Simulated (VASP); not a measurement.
The system is FeO.

```
Fe O
1.0
     1.58442    0.91477    2.48305
    -1.58442    0.91477    2.48305
     0.00000   -1.82953    2.48305
Fe O
1 1
Direct
  0.00000 0.00000 0.00000
  0.50000 0.50000 0.50000
```

```yaml
Program: VASP 6.6.1
Task: relaxation of cell and atoms
Functional: PBE
Potentials_or_basis: VASP PAW PBE potentials, release 64 (Fe, O)
Cutoff: 600 eV
k_mesh: 12 × 12 × 12
Occupations: gaussian, width 0.02 eV
Spin: collinear spin, ferromagnetic start
Starting_moments: "[3.9, 0.17] μB"
Hubbard_terms: Fe d U = 5.3 eV
```

At the start: pressure -9.7 GPa; volume 10.80 Å³/atom.

Q: How do energy, volume and symmetry change on relaxing?

A: Over 5 steps the energy falls by 23.8 meV/atom and the volume is 10.11 Å³/atom (-6.3 %); space group R-3m (No. 166, to 0.1 Å) before, Fm-3m (No. 225, to 0.1 Å); moment 4.00 μB per cell.

The path:
```tsv
step	energy change (eV)	largest force (eV/Å)	pressure (GPa)	volume (Å³)
1	0.0000	0.0000	-9.69	21.59
2	-0.0362	0.0000	5.49	19.62
3	-0.0457	0.0000	0.15	20.20
4	-0.0467	0.0000	0.12	20.21
5	-0.0476	0.0000	-0.01	20.23
```

Final structure:
```
Fe O
1.0
     1.53577    0.88668    2.47573
    -1.53577    0.88668    2.47573
     0.00000   -1.77335    2.47573
Fe O
1 1
Direct
  0.00000 0.00000 0.00000
  0.50000 0.50000 0.50000
```

Caveat: a cell with one magnetic atom can't hold antiferromagnetic order, which such compounds often take.
